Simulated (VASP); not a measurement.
# HfN (Fm-3m) in VASP: single point with PBE+D4

Aim: the single point of HfN with PBE+D4.

All numbers are computed with VASP 6.6.1; they aren't measurements. Logs are shortened: lines on timing, memory, paths and dates and some standing lists are left out, and cuts for length are marked.

## Step 1: The cell of the first run

The structure is cubic, space group Fm-3m (No. 225). Conventional cell: a = 4.512 Å, b = 4.512 Å, c = 4.512 Å, α = 90.00°, β = 90.00°, γ = 90.00°. Within 3.0 Å of Hf (site symmetry m-3m) lie 6 N at 2.26 Å. N (site symmetry m-3m) has 6 Hf at 2.26 Å within 3.0 Å.

## Step 2: Single point, PBE+D4

The input, INCAR:

```
ALGO = Normal ; EDIFF = 1E-6
ENCUT = 600 ; GGA = PE
GGA_COMPAT = F ; ISIF = 2
ISMEAR = 1 ; IVDW = 13
LASPH = T ; LCHARG = F
LREAL = F ; LWAVE = F
NBANDS = 74 ; NELM = 120
PREC = Accurate ; SIGMA = 0.05
```

The input, KPOINTS:

```
k-points
0
Gamma
  3 3 3
```

The input, POSCAR:

```
HfN
1.0
    0.0000000000      4.5120000000      4.5120000000
    4.5120000000      0.0000000000      4.5120000000
    4.5120000000      4.5120000000      0.0000000000
Hf N
8 8
Direct
    0.0000000000      0.0000000000      0.0000000000
    0.0000000000      0.0000000000      0.5000000000
    0.0000000000      0.5000000000      0.0000000000
    0.0000000000      0.5000000000      0.5000000000
    0.5000000000      0.0000000000      0.0000000000
    0.5000000000      0.0000000000      0.5000000000
    0.5000000000      0.5000000000      0.0000000000
    0.5000000000      0.5000000000      0.5000000000
    0.2500000000      0.2500000000      0.2500000000
    0.2500000000      0.2500000000      0.7500000000
    0.2500000000      0.7500000000      0.2500000000
    0.2500000000      0.7500000000      0.7500000000
    0.7500000000      0.2500000000      0.2500000000
    0.7500000000      0.2500000000      0.7500000000
    0.7500000000      0.7500000000      0.2500000000
    0.7500000000      0.7500000000      0.7500000000
```

Potentials or basis: VASP PAW PBE potentials, release 64 (Hf_pv, N).

The run is started by

```console
> cat potpaw_PBE.64/Hf_pv/POTCAR potpaw_PBE.64/N/POTCAR > POTCAR
> mpirun -np 1 vasp_std > vasp.out
```

OUTCAR:

```text
EDIFF = 1E-6
   ENCUT = 600
   GGA = PE
   ISIF = 2
   ISMEAR = 1
   IVDW = 13
   LASPH = T
   LREAL = F
   NELM = 120
   PREC = Accurate

 ion  position               nearest neighbor table
   1  0.000  0.000  0.000-  10 2.26  11 2.26  12 2.26  13 2.26  14 2.26  15 2.26   2 3.19   3 3.19
                             5 3.19   2 3.19   4 3.19   6 3.19   3 3.19   4 3.19   7 3.19   5 3.19
   2  0.000  0.000  0.500-   9 2.26  11 2.26  12 2.26  13 2.26  14 2.26  16 2.26   1 3.19   4 3.19
                             6 3.19   1 3.19   3 3.19   5 3.19   3 3.19   4 3.19   8 3.19   5 3.19
   3  0.000  0.500  0.000-   9 2.26  10 2.26  12 2.26  13 2.26  15 2.26  16 2.26   1 3.19   4 3.19
                             7 3.19   2 3.19   4 3.19   8 3.19   1 3.19   2 3.19   5 3.19   5 3.19
   4  0.000  0.500  0.500-   9 2.26  10 2.26  11 2.26  14 2.26  15 2.26  16 2.26   2 3.19   3 3.19
                             8 3.19   1 3.19   3 3.19   7 3.19   1 3.19   2 3.19   6 3.19   6 3.19
   5  0.500  0.000  0.000-   9 2.26  10 2.26  11 2.26  14 2.26  15 2.26  16 2.26   1 3.19   6 3.19
                             7 3.19   2 3.19   6 3.19   8 3.19   3 3.19   7 3.19   8 3.19   1 3.19
   6  0.500  0.000  0.500-   9 2.26  10 2.26  12 2.26  13 2.26  15 2.26  16 2.26   2 3.19   5 3.19
                             8 3.19   1 3.19   5 3.19   7 3.19   4 3.19   7 3.19   8 3.19   1 3.19
   7  0.500  0.500  0.000-   9 2.26  11 2.26  12 2.26  13 2.26  14 2.26  16 2.26   3 3.19   5 3.19
                             8 3.19   4 3.19   6 3.19   8 3.19   1 3.19   5 3.19   6 3.19   1 3.19
   8  0.500  0.500  0.500-  10 2.26  11 2.26  12 2.26  13 2.26  14 2.26  15 2.26   4 3.19   6 3.19
                             7 3.19   3 3.19   5 3.19   7 3.19   2 3.19   5 3.19   6 3.19   2 3.19
   9  0.250  0.250  0.250-   2 2.26   3 2.26   4 2.26   5 2.26   6 2.26   7 2.26
  10  0.250  0.250  0.750-   1 2.26   3 2.26   4 2.26   5 2.26   6 2.26   8 2.26
  11  0.250  0.750  0.250-   1 2.26   2 2.26   4 2.26   5 2.26   7 2.26   8 2.26
  12  0.250  0.750  0.750-   1 2.26   2 2.26   3 2.26   6 2.26   7 2.26   8 2.26
  13  0.750  0.250  0.250-   1 2.26   2 2.26   3 2.26   6 2.26   7 2.26   8 2.26
  14  0.750  0.250  0.750-   1 2.26   2 2.26   4 2.26   5 2.26   7 2.26   8 2.26
  15  0.750  0.750  0.250-   1 2.26   3 2.26   4 2.26   5 2.26   6 2.26   8 2.26
  16  0.750  0.750  0.750-   2 2.26   3 2.26   4 2.26   5 2.26   6 2.26   7 2.26

  LATTYP: Found a face centered cubic cell.
 ALAT       =     9.0240000000

  Lattice vectors:

 A1 = (   0.0000000000,   4.5120000000,   4.5120000000)
 A2 = (   4.5120000000,   0.0000000000,   4.5120000000)
 A3 = (   4.5120000000,   4.5120000000,   0.0000000000)

Analysis of symmetry for initial positions (statically):
=====================================================================
 Subroutine PRICEL returns following result:

  LATTYP: Found a face centered cubic cell.
 ALAT       =     4.5120000000

  Lattice vectors:

 A1 = (   0.0000000000,   2.2560000000,   2.2560000000)
 A2 = (   2.2560000000,   0.0000000000,   2.2560000000)
 A3 = (   2.2560000000,   2.2560000000,   0.0000000000)

   8 primitive cells build up your supercell.

 Routine SETGRP: Setting up the symmetry group for a
 face centered cubic supercell.

 Subroutine GETGRP returns: Found 48 space group operations
 (whereof 48 operations were pure point group operations)
 out of a pool of 48 trial point group operations.

The static configuration has the point symmetry O_h .

Analysis of symmetry for dynamics (positions and initial velocities):
=====================================================================
 Subroutine PRICEL returns following result:

  LATTYP: Found a face centered cubic cell.
 ALAT       =     4.5120000000

  Lattice vectors:

 A1 = (   0.0000000000,   2.2560000000,   2.2560000000)
 A2 = (   2.2560000000,   0.0000000000,   2.2560000000)
 A3 = (   2.2560000000,   2.2560000000,   0.0000000000)

   8 primitive cells build up your supercell.

 Routine SETGRP: Setting up the symmetry group for a
 face centered cubic supercell.

 Subroutine GETGRP returns: Found 48 space group operations
 (whereof 48 operations were pure point group operations)
 out of a pool of 48 trial point group operations.

The dynamic configuration has the point symmetry O_h .

 Subroutine INISYM returns: Found 48 space group operations
 (whereof 48 operations are pure point group operations),
 and found     8 'primitive' translations

----------------------------------------------------------------------------------------

                                     Primitive cell

  volume of cell :      22.9640

  direct lattice vectors                    reciprocal lattice vectors
     0.000000000  2.256000000  2.256000000    -0.221631206  0.221631206  0.221631206
     2.256000000  0.000000000  2.256000000     0.221631206 -0.221631206  0.221631206
     2.256000000  2.256000000  0.000000000     0.221631206  0.221631206 -0.221631206

  length of vectors
     3.190465797  3.190465797  3.190465797     0.383876509  0.383876509  0.383876509

  position of ions in fractional coordinates (direct lattice)
     0.000000000  0.000000000  0.000000000
     0.500000000  0.500000000  0.500000000

  ion indices of the primitive-cell ions
   primitive index   ion index
                 1           1
                 2           9

----------------------------------------------------------------------------------------

 KPOINTS: k-points

Automatic generation of k-mesh.
 Grid dimensions read from file:
 generate k-points for:    3    3    3

 Generating k-lattice:

  Cartesian coordinates                     Fractional coordinates (reciprocal lattice)
    -0.036938534  0.036938534  0.036938534     0.333333333  0.000000000  0.000000000
     0.036938534 -0.036938534  0.036938534     0.000000000  0.333333333  0.000000000
     0.036938534  0.036938534 -0.036938534     0.000000000  0.000000000  0.333333333

  Length of vectors
     0.063979418  0.063979418  0.063979418

  Shift w.r.t. Gamma in fractional coordinates (k-lattice)
     0.000000000  0.000000000  0.000000000

 Subroutine IBZKPT returns following result:
 ===========================================

 Found      4 irreducible k-points:

 Following reciprocal coordinates:
            Coordinates               Weight
  0.000000  0.000000  0.000000      1.000000
  0.333333  0.000000  0.000000      8.000000
  0.333333  0.333333  0.000000      6.000000
 -0.333333  0.333333  0.000000     12.000000
   k-points           NKPTS =      4   k-points in BZ     NKDIM =      4   number of bands    NBANDS=     74
   number of dos      NEDOS =    301   number of ions     NIONS =     16
   total plane-waves  NPLWV = 157464
   dimension x,y,z NGX =    54 NGY =   54 NGZ =   54
   dimension x,y,z NGXF=   108 NGYF=  108 NGZF=  108
   ions per type =               8   8
   NGX,Y,Z   is equivalent  to a cutoff of  14.07, 14.07, 14.07 a.u.
   NGXF,Y,Z  is equivalent  to a cutoff of  28.14, 28.14, 28.14 a.u.
 SYSTEM =  unknown system
   PREC   = accura    normal or accurate (medium, high low for compatibility)
   ISTART =      0    job   : 0-new  1-cont  2-samecut
   ICHARG =      2    charge: 1-file 2-atom 10-const
   ISPIN  =      1    spin polarized calculation?
   LNONCOLLINEAR =      F non collinear calculations
   LSORBIT =      F    spin-orbit coupling
   LASPH  =      T    aspherical Exc in radial PAW
   ENCUT  =  600.0 eV  44.10 Ry    6.64 a.u.  12.74 12.74 12.74*2*pi/ulx,y,z
   NELM   =    120;   NELMIN=  2; NELMDL= -5     # of ELM steps
   EDIFF  = 0.1E-05   stopping-criterion for ELM
   LREAL  =      F    real-space projection
   EDIFFG = 0.1E-04   stopping-criterion for IOM
   NSW    =      0    number of steps for IOM
   IBRION =     -1    ionic relax: 0-MD 1-quasi-New 2-CG
   NFREE  =      0    steps in history (QN), initial steepest desc. (CG)
   ISIF   =      2    stress and relaxation
   ISYM   =      2    0-nonsym 1-usesym 2-fastsym
   POTIM  = 0.5000    time-step for ionic-motion
   TEBEG  =    0.0;   TEEND  =   0.0 temperature during run
   PSTRESS=    0.0 pullay stress
   NELECT =     120.0000    total number of electrons
   NUPDOWN=      -1.0000    fix difference up-down
   EMIN   =  10.00;   EMAX   =-10.00  energy-range for DOS
   EFERMI =   0.00;   METHOD = LEGACY
   ISMEAR =     1;   SIGMA  =   0.05  broadening in eV -4-tet -1-fermi 0-gaus
   EFERMI_NEDOS =   21; number of points for ismear=-14 and -15
   IALGO  =     38    algorithm
   IMIX   =      4    mixing-type and parameters
     AMIX     =   0.40;   BMIX     =  1.00
     AMIX_MAG =   1.60;   BMIX_MAG =  1.00
  volume/ion in A,a.u.               =      11.48        77.48
  Fermi-wavevector in a.u.,A,eV,Ry     =   1.420440  2.684242 27.451783  2.017649
  Thomas-Fermi vector in A             =   2.541355
   LORBIT       =      0    0 simple, 1 ext, 2 COOP (PROOUT), +10 PAW based schemes
   GGA     = PE    functional components
   LHFCALC =     F    Hartree Fock is set to
   AEXX    =    0.0000 exact exchange contribution
   IVDW    =    13    specifies the selected vdW correction
   LEPSILON=     F    determine dielectric tensor
   LRPA    =     F    only Hartree local field effects (RPA)
 non-spin polarized calculation
 Methfessel and Paxton  Order N= 1 SIGMA  =   0.05
  energy-cutoff  :      600.00
  volume of cell :      183.71
 maximum number of plane-waves:      6183
 NGX is ok and might be reduce to    54
   NGX = 25   NGY = 25   NGZ = 25

 number of electron     120.0000002 magnetization

 Free energy of the ion-electron system (eV)
  ---------------------------------------------------
  ext. energy  EPLUGINS =         0.00000000
  ---------------------------------------------------
  free energy    TOTEN  =      -174.34578116 eV

  energy without entropy =     -174.34272476  energy(sigma->0) =     -174.34476236

 E-fermi :   8.5439     XC(G=0): -12.7538

 val. band max:        8.5282756569   @ k =   0.3333   0.0000   0.0000
 cond. band min:       8.8942079272   @ k =   0.3333   0.0000   0.0000
 fundamental gap:      0.3659322703
 Fermi energy:         8.5438528058

 k-point     1 :       0.0000    0.0000    0.0000
  band No.  band energies     occupation
      1     -23.6989      2.00000
      2     -23.6989      2.00000
      3     -23.6989      2.00000
      4     -23.6989      2.00000
      5     -23.5318      2.00000
      6     -23.5318      2.00000
[... 64 lines left out ...]
     71      12.1400      0.00000
     72      12.1400      0.00000

 k-point     2 :       0.3333    0.0000    0.0000
  band No.  band energies     occupation
      1     -23.5867      2.00000
      2     -23.5867      2.00000
      3     -23.5867      2.00000
      4     -23.4744      2.00000
      5     -23.4657      2.00000
      6     -23.4657      2.00000
[... 64 lines left out ...]
     71      12.0638      0.00000
     72      12.0639      0.00000

 k-point     3 :       0.3333    0.3333    0.0000
  band No.  band energies     occupation
      1     -23.5212      2.00000
      2     -23.5212      2.00000
      3     -23.5212      2.00000
      4     -23.5212      2.00000
      5     -23.4125      2.00000
      6     -23.4125      2.00000
[... 64 lines left out ...]
     71      10.9664      0.00000
     72      10.9670      0.00000

 k-point     4 :      -0.3333    0.3333    0.0000
  band No.  band energies     occupation
      1     -23.4443      2.00000
      2     -23.4443      2.00000
      3     -23.4225      2.00000
      4     -23.4225      2.00000
      5     -23.3665      2.00000
      6     -23.3209      2.00000
[... 64 lines left out ...]
     71      11.5439      0.00000
     72      11.5663      0.00000
 [bands above 72 left out]

------------------------ aborting loop because EDIFF is reached ----------------------------------------

  DFT-D4 for vdW energy calculation

  Edisp (eV):   -4.53602

  FORCE on cell =-STRESS in cart. coord.  units (eV):
  Direction    XX          YY          ZZ          XY          YZ          ZX
  --------------------------------------------------------------------------------------
  -------------------------------------------------------------------------------------
  Total      -1.09003    -1.09003    -1.09003    -0.00000    -0.00000     0.00000
  in kB      -9.50631    -9.50631    -9.50631    -0.00000    -0.00000     0.00000
  external pressure =       -9.51 kB  Pullay stress =        0.00 kB

 VOLUME and BASIS-vectors are now :
 -----------------------------------------------------------------------------
  energy-cutoff  :      600.00
  volume of cell :      183.71
      direct lattice vectors                 reciprocal lattice vectors
     0.000000000  4.512000000  4.512000000    -0.110815603  0.110815603  0.110815603
     4.512000000  0.000000000  4.512000000     0.110815603 -0.110815603  0.110815603
     4.512000000  4.512000000  0.000000000     0.110815603  0.110815603 -0.110815603

 POSITION                                       TOTAL-FORCE (eV/Angst)
 -----------------------------------------------------------------------------------
      0.00000      0.00000      0.00000         0.000000      0.000000      0.000000
      2.25600      2.25600      0.00000        -0.000000     -0.000000     -0.000000
      2.25600      0.00000      2.25600         0.000000      0.000000     -0.000000
      4.51200      2.25600      2.25600         0.000000     -0.000000      0.000000
      0.00000      2.25600      2.25600        -0.000000      0.000000      0.000000
      2.25600      4.51200      2.25600         0.000000     -0.000000      0.000000
[... 8 lines left out ...]
      4.51200      4.51200      6.76800        -0.000000     -0.000000     -0.000000
      6.76800      6.76800      6.76800        -0.000000      0.000000      0.000000
 -----------------------------------------------------------------------------------
    total drift:                               -0.000000      0.000000      0.000000

  FREE ENERGIE OF THE ION-ELECTRON SYSTEM (eV)
  ---------------------------------------------------
  free  energy   TOTEN  =      -178.8818058280 eV

  energy  without entropy=     -178.8787494257  energy(sigma->0) =     -178.88078703
```

It took 81 s on 1 thread of Intel Xeon 6975P-C (Granite Rapids), shared host; peak memory 0.39 GiB.

What came out:

* Free energy: -178.8818 eV
* Pressure: -1.0 GPa
* Band gap on the k mesh: zero (bands 60 and 61 overlap by 0.46 eV)
* Dispersion energy per atom: -0.284 eV

Levels at points of the mesh, in eV from the Fermi level:
| k point | band 57 | band 58 | band 59 | band 60 | band 61 | band 62 | band 63 | band 64 |
| --- | --- | --- | --- | --- | --- | --- | --- | --- |
| (0.00, 0.00, 0.00) | -3.14 | -3.14 | -3.14 | -0.48 | -0.48 | -0.48 | 1.72 | 1.85 |

Caveat: the k points lie up to 0.40 Å⁻¹ apart; spin-orbit coupling is left out, which moves the levels of the heavy elements.
